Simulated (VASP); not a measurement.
Input of a VASP 6.6.1 run:

Contents of INCAR:

```
PREC = Accurate
ENCUT = 520
EDIFF = 1E-7
ISMEAR = 1
SIGMA = 0.1
LREAL = F
LASPH = T
NELM = 80
ALGO = Normal
ISIF = 2
LWAVE = F
LCHARG = F
GGA = RE
NBANDS = 16
```

KPOINTS

```
regular mesh
0
Gamma
  11 11 9
```

The input POSCAR:

```
TiB2
1.0
    3.0292000000      0.0000000000      0.0000000000
   -1.5146000000      2.6233641531      0.0000000000
    0.0000000000      0.0000000000      3.2284000000
Ti B
1 2
Direct
    0.0000000000      0.0000000000      0.0000000000
    0.3333330000      0.6666670000      0.5000000000
    0.6666670000      0.3333330000      0.5000000000
```

Potentials or basis: VASP PAW PBE potentials, release 64 (Ti_sv, B).

Command:

```bash
$ cat potpaw_PBE.64/Ti_sv/POTCAR potpaw_PBE.64/B/POTCAR > POTCAR
$ mpirun -np 1 vasp_std > vasp.out
```

Q: Predict the band gap on the k mesh.

A: Zero (band 9 reaches 10.27 eV, above the bottom of band 10 at 9.83 eV).

Q: Predict the pressure.

A: 3.8 GPa.

Stress tensor (GPa, compression positive):
```
4.25 0.00 0.00
0.00 4.25 0.00
0.00 0.00 2.89
```

Caveat: the PAW data sets were made with another functional, which shifts forces and pressure a little.
